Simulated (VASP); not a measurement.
# NaCu31O16 (a cell with a defect) in VASP: single point with PBE

Aim: the single point of NaCu31O16 (a cell with a defect) with PBE.

All numbers are computed with VASP 6.6.1; they aren't measurements. Logs are shortened: lines on timing, memory, paths and dates and some standing lists are left out, and cuts for length are marked.

### Step 1. The cell of the first run

The cell holds a defect, 48 atoms: a = 8.520 Å, b = 8.520 Å, c = 8.520 Å, α = 90.00°, β = 90.00°, γ = 90.00°.

### Step 2. Single point, PBE

The input, INCAR:

```
PREC     = Accurate       # precision mode
ENCUT    = 520            # plane-wave cutoff, eV
EDIFF    = 1E-6           # SCF threshold, eV
ISMEAR   = -1             # smearing method
SIGMA    = 0.01           # smearing width, eV
LREAL    = Auto         
LASPH    = T              # aspherical terms in the spheres
NELM     = 100            # most SCF steps
ALGO     = Normal         # electronic algorithm
ISIF     = 2              # what is computed and relaxed
LWAVE    = F              # write WAVECAR
LCHARG   = T              # write CHGCAR
GGA      = PE             # functional
LELF     = T              # ELF
LVHAR    = T            
NBANDS   = 252            # bands
```

The input, KPOINTS:

```
Automatic mesh
0
Gamma
  2 2 2
```

The input, POSCAR:

```
NaCu31O16
1.0
    8.5200000000      0.0000000000      0.0000000000
    0.0000000000      8.5200000000      0.0000000000
    0.0000000000      0.0000000000      8.5200000000
Na Cu O
1 31 16
Direct
    0.1250000000      0.1250000000      0.1250000000
    0.1250000000      0.1250000000      0.6250000000
    0.1250000000      0.6250000000      0.1250000000
    0.1250000000      0.6250000000      0.6250000000
    0.6250000000      0.1250000000      0.1250000000
    0.6250000000      0.1250000000      0.6250000000
    0.6250000000      0.6250000000      0.1250000000
    0.6250000000      0.6250000000      0.6250000000
    0.1375989757      0.3860683095      0.3860683095
    0.1250000000      0.3827223947      0.8672776053
    0.1250000000      0.8672776053      0.3827223947
    0.1124010243      0.8639316905      0.8639316905
    0.6282235989      0.3764082435      0.3764082435
    0.6250000000      0.3754766371      0.8745233629
    0.6250000000      0.8745233629      0.3754766371
    0.6217764011      0.8735917565      0.8735917565
    0.3860683095      0.3860683095      0.1375989757
    0.3764082435      0.3764082435      0.6282235989
    0.3827223947      0.8672776053      0.1250000000
    0.3754766371      0.8745233629      0.6250000000
    0.8672776053      0.3827223947      0.1250000000
    0.8745233629      0.3754766371      0.6250000000
    0.8639316905      0.8639316905      0.1124010243
    0.8735917565      0.8735917565      0.6217764011
    0.3860683095      0.1375989757      0.3860683095
    0.3827223947      0.1250000000      0.8672776053
    0.3764082435      0.6282235989      0.3764082435
    0.3754766371      0.6250000000      0.8745233629
    0.8672776053      0.1250000000      0.3827223947
    0.8639316905      0.1124010243      0.8639316905
    0.8745233629      0.6250000000      0.3754766371
    0.8735917565      0.6217764011      0.8735917565
   -0.0164776587     -0.0164776587     -0.0164776587
    0.0002241502      0.0002241502      0.4982270606
    0.0002241502      0.4982270606      0.0002241502
   -0.0021266858      0.5017623737      0.5017623737
    0.4982270606      0.0002241502      0.0002241502
    0.5017623737     -0.0021266858      0.5017623737
    0.5017623737      0.5017623737     -0.0021266858
    0.5007640050      0.5007640050      0.5007640050
    0.2664776587      0.2664776587      0.2664776587
    0.2497758498      0.2497758498      0.7517729394
    0.2497758498      0.7517729394      0.2497758498
    0.2521266858      0.7482376263      0.7482376263
    0.7517729394      0.2497758498      0.2497758498
    0.7482376263      0.2521266858      0.7482376263
    0.7482376263      0.7482376263      0.2521266858
    0.7492359950      0.7492359950      0.7492359950
```

Potentials or basis: VASP PAW PBE potentials, release 64 (Na_pv, Cu, O).

Command:

```console
$ cat potpaw_PBE.64/Na_pv/POTCAR potpaw_PBE.64/Cu/POTCAR potpaw_PBE.64/O/POTCAR > POTCAR
$ mpirun -np 1 vasp_std > vasp.out
```

OUTCAR:

```text
PREC = Accurate
   ENCUT = 520
   EDIFF = 1E-6
   ISMEAR = -1
   LREAL = Auto
   LASPH = T
   NELM = 100
   ISIF = 2
   GGA = PE

 ion  position               nearest neighbor table
   1  0.125  0.125  0.125-  33 2.09  41 2.09
   2  0.125  0.125  0.625-  34 1.85  42 1.85
   3  0.125  0.625  0.125-  35 1.85  43 1.85
   4  0.125  0.625  0.625-  36 1.84  44 1.84
   5  0.625  0.125  0.125-  37 1.85  45 1.85
   6  0.625  0.125  0.625-  38 1.84  46 1.84
[... 24 lines left out ...]
  31  0.875  0.625  0.375-  36 1.83  47 1.83
  32  0.874  0.622  0.874-  48 1.85  35 1.85
  33  0.984  0.984  0.984-  12 1.81  23 1.81  30 1.81   1 2.09
  34  0.000  0.000  0.498-  11 1.84  29 1.84   2 1.85  24 1.85
  35  0.000  0.498  0.000-  10 1.84  21 1.84   3 1.85  32 1.85
  36  0.998  0.502  0.502-   9 1.83  22 1.83  31 1.83   4 1.84
  37  0.498  0.000  0.000-  19 1.84  26 1.84   5 1.85  16 1.85
  38  0.502  0.998  0.502-  25 1.83  20 1.83  15 1.83   6 1.84
[... 8 lines left out ...]
  47  0.748  0.748  0.252-  23 1.83  15 1.83  31 1.83   7 1.84
  48  0.749  0.749  0.749-   8 1.83  16 1.85  32 1.85  24 1.85

  LATTYP: Found a simple cubic cell.
 ALAT       =     8.5200000000

  Lattice vectors:

 A1 = (   8.5200000000,   0.0000000000,   0.0000000000)
 A2 = (   0.0000000000,   8.5200000000,   0.0000000000)
 A3 = (   0.0000000000,   0.0000000000,   8.5200000000)

Analysis of symmetry for initial positions (statically):
=====================================================================
 Subroutine PRICEL returns:
 Original cell was already a primitive cell.

 Routine SETGRP: Setting up the symmetry group for a
 simple cubic supercell.

 Subroutine GETGRP returns: Found 12 space group operations
 (whereof  6 operations were pure point group operations)
 out of a pool of 48 trial point group operations.

The static configuration has the point symmetry C_3v.
 The point group associated with its full space group is D_3d.

Analysis of symmetry for dynamics (positions and initial velocities):
=====================================================================
 Subroutine PRICEL returns:
 Original cell was already a primitive cell.

 Routine SETGRP: Setting up the symmetry group for a
 simple cubic supercell.

 Subroutine GETGRP returns: Found 12 space group operations
 (whereof  6 operations were pure point group operations)
 out of a pool of 48 trial point group operations.

The dynamic configuration has the point symmetry C_3v.
 The point group associated with its full space group is D_3d.

 Subroutine INISYM returns: Found 12 space group operations
 (whereof  6 operations are pure point group operations),
 and found     1 'primitive' translations

----------------------------------------------------------------------------------------

                                     Primitive cell

  volume of cell :     618.4702

  direct lattice vectors                    reciprocal lattice vectors
     8.520000000  0.000000000  0.000000000     0.117370892  0.000000000  0.000000000
     0.000000000  8.520000000  0.000000000     0.000000000  0.117370892  0.000000000
     0.000000000  0.000000000  8.520000000     0.000000000  0.000000000  0.117370892

  length of vectors
     8.520000000  8.520000000  8.520000000     0.117370892  0.117370892  0.117370892

  position of ions in fractional coordinates (direct lattice)
     0.125000000  0.125000000  0.125000000
     0.125000000  0.125000000  0.625000000
     0.125000000  0.625000000  0.125000000
     0.125000000  0.625000000  0.625000000
     0.625000000  0.125000000  0.125000000
     0.625000000  0.125000000  0.625000000
[... 40 lines left out ...]
     0.748237626  0.748237626  0.252126686
     0.749235995  0.749235995  0.749235995

  ion indices of the primitive-cell ions
   primitive index   ion index
                 1           1
                 2           2
                 3           3
                 4           4
                 5           5
                 6           6
[... 40 lines left out ...]
                47          47
                48          48

----------------------------------------------------------------------------------------

 KPOINTS: Automatic mesh

Automatic generation of k-mesh.
 Grid dimensions read from file:
 generate k-points for:    2    2    2

 Generating k-lattice:

  Cartesian coordinates                     Fractional coordinates (reciprocal lattice)
     0.058685446  0.000000000  0.000000000     0.500000000  0.000000000  0.000000000
     0.000000000  0.058685446  0.000000000     0.000000000  0.500000000  0.000000000
     0.000000000  0.000000000  0.058685446     0.000000000  0.000000000  0.500000000

  Length of vectors
     0.058685446  0.058685446  0.058685446

  Shift w.r.t. Gamma in fractional coordinates (k-lattice)
     0.000000000  0.000000000  0.000000000

 Subroutine IBZKPT returns following result:
 ===========================================

 Found      4 irreducible k-points:

 Following reciprocal coordinates:
            Coordinates               Weight
  0.000000  0.000000  0.000000      1.000000
  0.500000  0.000000  0.000000      3.000000
  0.500000  0.500000  0.000000      3.000000
  0.500000  0.500000  0.500000      1.000000
   k-points           NKPTS =      4   k-points in BZ     NKDIM =      4   number of bands    NBANDS=    252
   number of dos      NEDOS =    301   number of ions     NIONS =     48
   total plane-waves  NPLWV = 262144
   dimension x,y,z NGX =    64 NGY =   64 NGZ =   64
   dimension x,y,z NGXF=   128 NGYF=  128 NGZF=  128
   ions per type =               1  31  16
   NGX,Y,Z   is equivalent  to a cutoff of  12.49, 12.49, 12.49 a.u.
   NGXF,Y,Z  is equivalent  to a cutoff of  24.98, 24.98, 24.98 a.u.
 SYSTEM =  unknown system
   PREC   = accura    normal or accurate (medium, high low for compatibility)
   ISTART =      0    job   : 0-new  1-cont  2-samecut
   ICHARG =      2    charge: 1-file 2-atom 10-const
   ISPIN  =      1    spin polarized calculation?
   LNONCOLLINEAR =      F non collinear calculations
   LSORBIT =      F    spin-orbit coupling
   LASPH  =      T    aspherical Exc in radial PAW
   ENCUT  =  520.0 eV  38.22 Ry    6.18 a.u.  15.84 15.84 15.84*2*pi/ulx,y,z
   NELM   =    100;   NELMIN=  2; NELMDL= -5     # of ELM steps
   EDIFF  = 0.1E-05   stopping-criterion for ELM
   LREAL  =      T    real-space projection
   EDIFFG = 0.1E-04   stopping-criterion for IOM
   NSW    =      0    number of steps for IOM
   IBRION =     -1    ionic relax: 0-MD 1-quasi-New 2-CG
   NFREE  =      0    steps in history (QN), initial steepest desc. (CG)
   ISIF   =      2    stress and relaxation
   ISYM   =      2    0-nonsym 1-usesym 2-fastsym
   POTIM  = 0.5000    time-step for ionic-motion
   TEBEG  =    0.0;   TEEND  =   0.0 temperature during run
   PSTRESS=    0.0 pullay stress
   NELECT =     444.0000    total number of electrons
   NUPDOWN=      -1.0000    fix difference up-down
   EMIN   =  10.00;   EMAX   =-10.00  energy-range for DOS
   EFERMI =   0.00;   METHOD = LEGACY
   ISMEAR =    -1;   SIGMA  =   0.01  broadening in eV -4-tet -1-fermi 0-gaus
   EFERMI_NEDOS =   21; number of points for ismear=-14 and -15
   IALGO  =     38    algorithm
   IMIX   =      4    mixing-type and parameters
     AMIX     =   0.40;   BMIX     =  1.00
     AMIX_MAG =   1.60;   BMIX_MAG =  1.00
  volume/ion in A,a.u.               =      12.88        86.95
  Fermi-wavevector in a.u.,A,eV,Ry     =   1.465873  2.770098 29.235960  2.148782
  Thomas-Fermi vector in A             =   2.581678
   LORBIT       =      0    0 simple, 1 ext, 2 COOP (PROOUT), +10 PAW based schemes
   GGA     = PE    functional components
   LHFCALC =     F    Hartree Fock is set to
   AEXX    =    0.0000 exact exchange contribution
   IVDW    =     0    specifies the selected vdW correction
   LEPSILON=     F    determine dielectric tensor
   LRPA    =     F    only Hartree local field effects (RPA)
 non-spin polarized calculation
  energy-cutoff  :      520.00
  volume of cell :      618.47
 maximum number of plane-waves:     16663
 NGX is ok and might be reduce to    64
   NGX = 31   NGY = 31   NGZ = 31

 number of electron     444.0000323 magnetization

 Free energy of the ion-electron system (eV)
  ---------------------------------------------------
  ext. energy  EPLUGINS =         0.00000000
  ---------------------------------------------------
  free energy    TOTEN  =      -216.67027777 eV

  energy without entropy =     -216.67027777  energy(sigma->0) =     -216.67027777

 E-fermi :   4.9883     XC(G=0): -10.9777

 val. band max:        4.7021056349   @ k =   0.0000   0.0000   0.0000
 cond. band min:       5.3085361267   @ k =   0.0000   0.0000   0.0000
 fundamental gap:      0.6064304918
 Fermi energy:         4.9882887006

 k-point     1 :       0.0000    0.0000    0.0000
  band No.  band energies     occupation
      1     -18.4990      2.00000
      2     -18.4990      2.00000
      3     -18.4594      2.00000
      4     -15.4653      2.00000
      5     -15.3001      2.00000
      6     -15.1482      2.00000
[... 226 lines left out ...]
    233       6.9898      0.00000
    234       7.0384      0.00000

 k-point     2 :       0.5000    0.0000    0.0000
  band No.  band energies     occupation
      1     -18.4990      2.00000
      2     -18.4990      2.00000
      3     -18.4594      2.00000
      4     -15.3834      2.00000
      5     -15.3453      2.00000
      6     -15.2397      2.00000
[... 226 lines left out ...]
    233       7.0202      0.00000
    234       7.1283      0.00000

 k-point     3 :       0.5000    0.5000    0.0000
  band No.  band energies     occupation
      1     -18.4990      2.00000
      2     -18.4990      2.00000
      3     -18.4594      2.00000
      4     -15.3229      2.00000
      5     -15.3151      2.00000
      6     -15.2737      2.00000
[... 226 lines left out ...]
    233       7.2563      0.00000
    234       7.5705      0.00000

 k-point     4 :       0.5000    0.5000    0.5000
  band No.  band energies     occupation
      1     -18.4990      2.00000
      2     -18.4990      2.00000
      3     -18.4594      2.00000
      4     -15.3035      2.00000
      5     -15.3035      2.00000
      6     -15.2508      2.00000
[... 226 lines left out ...]
    233       7.8022      0.00000
    234       7.8042      0.00000
 [bands above 234 left out]

------------------------ aborting loop because EDIFF is reached ----------------------------------------

  FORCE on cell =-STRESS in cart. coord.  units (eV):
  Direction    XX          YY          ZZ          XY          YZ          ZX
  --------------------------------------------------------------------------------------
  -------------------------------------------------------------------------------------
  Total       21.9473781     21.9473781     21.9473781      0.3212065      0.3212065      0.3212065
  in kB       56.8557567     56.8557567     56.8557567      0.8321011      0.8321011      0.8321011
  external PRESSURE =      56.8557567 kB  Pullay stress =       0.0000000 kB

 VOLUME and BASIS-vectors are now :
 -----------------------------------------------------------------------------
  energy-cutoff  :      520.00
  volume of cell :      618.47
      direct lattice vectors                 reciprocal lattice vectors
     8.520000000  0.000000000  0.000000000     0.117370892  0.000000000  0.000000000
     0.000000000  8.520000000  0.000000000     0.000000000  0.117370892  0.000000000
     0.000000000  0.000000000  8.520000000     0.000000000  0.000000000  0.117370892

 POSITION                                       TOTAL-FORCE (eV/Angst)
 -----------------------------------------------------------------------------------
      1.06500      1.06500      1.06500         0.000000      0.000000      0.000000
      1.06500      1.06500      5.32500         0.000000      0.000000      0.000000
      1.06500      5.32500      1.06500         0.000000      0.000000      0.000000
      1.06500      5.32500      5.32500         0.000000      0.000000      0.000000
      5.32500      1.06500      1.06500         0.000000      0.000000      0.000000
      5.32500      1.06500      5.32500         0.000000      0.000000      0.000000
[... 40 lines left out ...]
      6.37498      6.37498      2.14812         0.000136      0.000136      0.008032
      6.38349      6.38349      6.38349         0.008980      0.008980      0.008980
 -----------------------------------------------------------------------------------
    total drift:                                0.000000      0.000000      0.000000

  FREE ENERGIE OF THE ION-ELECTRON SYSTEM (eV)
  ---------------------------------------------------
  free  energy   TOTEN  =      -216.6702777675 eV

  energy  without entropy=     -216.6702777675  energy(sigma->0) =     -216.67027777
```

It took 26 min on 1 thread of Intel Xeon Platinum 8488C (Sapphire Rapids), shared host; peak memory 0.81 GiB.

Results:

| Item | Value |
| --- | --- |
| Free energy | -216.6703 eV |
| Pressure | 5.7 GPa |
| Largest force | 0.059 eV/Å |
| Band gap on the k mesh | 0.61 eV |

Forces in eV/Å, atoms in the order of the input:
```
Na   0.000  0.000  0.000
Cu   0.000  0.000  0.000
Cu   0.000  0.000  0.000
Cu   0.000  0.000  0.000
Cu   0.000  0.000  0.000
Cu   0.000  0.000  0.000
Cu   0.000  0.000  0.000
Cu   0.000  0.000  0.000
Cu  -0.003  0.004  0.004
Cu   0.000  0.006 -0.006
Cu   0.000 -0.006  0.006
Cu   0.003 -0.004 -0.004
Cu  -0.001  0.001  0.001
Cu   0.000  0.000  0.000
Cu   0.000  0.000  0.000
Cu   0.001 -0.001 -0.001
Cu   0.004  0.004 -0.003
Cu   0.001  0.001 -0.001
Cu   0.006 -0.006  0.000
Cu   0.000  0.000  0.000
Cu  -0.006  0.006  0.000
Cu   0.000  0.000  0.000
Cu  -0.004 -0.004  0.003
Cu  -0.001 -0.001  0.001
Cu   0.004 -0.003  0.004
Cu   0.006  0.000 -0.006
Cu   0.001 -0.001  0.001
Cu   0.000  0.000  0.000
Cu  -0.006  0.000  0.006
Cu  -0.004  0.003 -0.004
Cu   0.000  0.000  0.000
Cu  -0.001  0.001 -0.001
O    0.034  0.034  0.034
O    0.002  0.002  0.007
O    0.002  0.007  0.002
O   -0.008  0.000  0.000
O    0.007  0.002  0.002
O    0.000 -0.008  0.000
O    0.000  0.000 -0.008
O   -0.009 -0.009 -0.009
O   -0.034 -0.034 -0.034
O   -0.002 -0.002 -0.007
O   -0.002 -0.007 -0.002
O    0.008  0.000  0.000
O   -0.007 -0.002 -0.002
O    0.000  0.008  0.000
O    0.000  0.000  0.008
O    0.009  0.009  0.009
```

Stress tensor (GPa, compression positive):
```
5.69 0.08 0.08
0.08 5.69 0.08
0.08 0.08 5.69
```

Caveat: semilocal functionals underestimate gaps, and a narrow one can read as zero.
